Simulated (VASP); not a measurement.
Here is a VASP 6.6.1 calculation.

File INCAR:

```
PREC = Accurate
ENCUT = 600
EDIFF = 1E-7
ISMEAR = -1
SIGMA = 0.1
LREAL = F
LASPH = T
NELM = 80
ALGO = Normal
ISIF = 3
LWAVE = F
LCHARG = F
GGA = PS
IBRION = 2
NSW = 80
EDIFFG = -0.02
```

The input KPOINTS:

```
Automatic mesh
0
Gamma
  5 5 5
```

POSCAR

```
BaHg
1.0
    4.1787600400      0.0000000000      0.0000000000
    0.0000000000      4.1787600400      0.0000000000
    0.0000000000      0.0000000000      4.1787600400
Ba Hg
1 1
Direct
    0.0000000000      0.0000000000      0.0000000000
    0.5000000000      0.5000000000      0.5000000000
```

Potentials or basis: VASP PAW PBE potentials, release 64 (Ba_sv, Hg).

Command:

```bash
$ cat potpaw_PBE.64/Ba_sv/POTCAR potpaw_PBE.64/Hg/POTCAR > POTCAR
$ mpirun -np 1 vasp_std > vasp.out
```

Question: Predict the relaxed cell.

Answer: a = 4.116 Å, b = 4.116 Å, c = 4.116 Å, α = 90.00°, β = 90.00°, γ = 90.00°.

Question: Estimate the space group after relaxing (to 0.05 Å).

Answer: Pm-3m (No. 221).

Final structure:
```cif
data_structure
_symmetry_space_group_name_H-M 'P 1'
_symmetry_Int_Tables_number 1
_cell_length_a 4.1163
_cell_length_b 4.1163
_cell_length_c 4.1163
_cell_angle_alpha 90.000
_cell_angle_beta 90.000
_cell_angle_gamma 90.000
_cell_volume 69.74
loop_
_atom_site_label
_atom_site_type_symbol
_atom_site_fract_x
_atom_site_fract_y
_atom_site_fract_z
_atom_site_occupancy
Ba1 Ba 0.00000 0.00000 0.00000 1
Hg1 Hg 0.50000 0.50000 0.50000 1
```
